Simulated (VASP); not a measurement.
# Te2Mo: single point with PBEsol

The system is Te2Mo.

```
CELL_PARAMETERS angstrom
3.49399 0.00000 0.00000
-1.74700 3.02589 0.00000
0.00000 0.00000 14.00854
ATOMIC_POSITIONS crystal
Te 0.21303 0.63192 0.62377
Te 0.69679 0.27698 0.11818
Te 0.39713 0.73659 0.86124
Te 0.67841 0.31157 0.40597
Mo 0.28403 0.67335 0.22605
Mo 0.73062 0.36960 0.76480
```

This cell differs from its parent crystal: atoms moved at random.

```yaml
Program: VASP 6.6.1
Task: single point
Functional: PBEsol
Potentials_or_basis: VASP PAW PBE potentials, release 64 (Te, Mo_sv)
Cutoff: 520 eV
k_mesh: 12 × 12 × 2
Occupations: gaussian, width 0.05 eV
Spin: no spin polarisation
Dipole_correction: no
Further_INCAR_settings: ALGO = Normal; EDIFF = 1e-06; NBANDS = 35
```

| Item | Value |
| --- | --- |
| Pressure | 12.8 GPa |
| Largest force | 7.810 eV/Å |
| Band gap on the k mesh | zero (band 26 reaches 9.47 eV, above the bottom of band 27 at 8.42 eV) |

Forces on the atoms (eV/Å):
```
Te   2.496  1.223 -1.663
Te  -2.866  0.954 -5.141
Te   0.930 -2.113  7.437
Te  -0.302  0.133 -2.041
Mo   3.108 -1.085  7.083
Mo  -3.366  0.888 -5.674
```

Stress tensor (GPa, compression positive):
```
 6.68  6.28  0.39
 6.28 15.38 -6.68
 0.39 -6.68 16.44
```

Levels at points of the mesh, in eV from the Fermi level:
| k point | band 23 | band 24 | band 25 | band 26 | band 27 | band 28 | band 29 | band 30 |
| --- | --- | --- | --- | --- | --- | --- | --- | --- |
| (0.00, 0.00, 0.00) | -0.98 | -0.72 | -0.07 | 0.92 | 1.52 | 1.94 | 2.03 | 2.48 |
| (0.50, 0.00, 0.00) | -1.29 | -1.21 | -0.77 | 0.17 | 0.37 | 0.65 | 0.87 | 1.09 |
| (0.00, 0.50, 0.00) | -1.54 | -1.16 | -0.39 | 0.18 | 0.42 | 0.65 | 0.74 | 1.02 |
| (0.50, 0.50, 0.00) | -1.12 | -0.57 | -0.36 | -0.01 | 0.61 | 0.79 | 0.93 | 1.05 |
| (0.00, 0.00, 0.50) | -0.98 | -0.72 | -0.06 | 0.78 | 1.52 | 1.96 | 2.03 | 2.47 |
| (0.50, 0.00, 0.50) | -1.34 | -1.14 | -0.80 | 0.17 | 0.37 | 0.66 | 0.86 | 1.12 |
| (0.00, 0.50, 0.50) | -1.58 | -1.14 | -0.41 | 0.16 | 0.48 | 0.66 | 0.72 | 1.09 |
| (0.50, 0.50, 0.50) | -1.12 | -0.60 | -0.38 | -0.01 | 0.63 | 0.82 | 1.04 | 1.08 |

It took 8.3 min on 1 thread of Intel(R) Xeon(R) 6975P-C (Granite Rapids), with other jobs on the host, peak memory 0.72 GiB.

Caveat: the cell differs from its parent crystal (atoms moved at random); the PAW data sets were made with another functional, which shifts forces and pressure a little; spin-orbit coupling is left out, which moves the levels of the heavy elements.
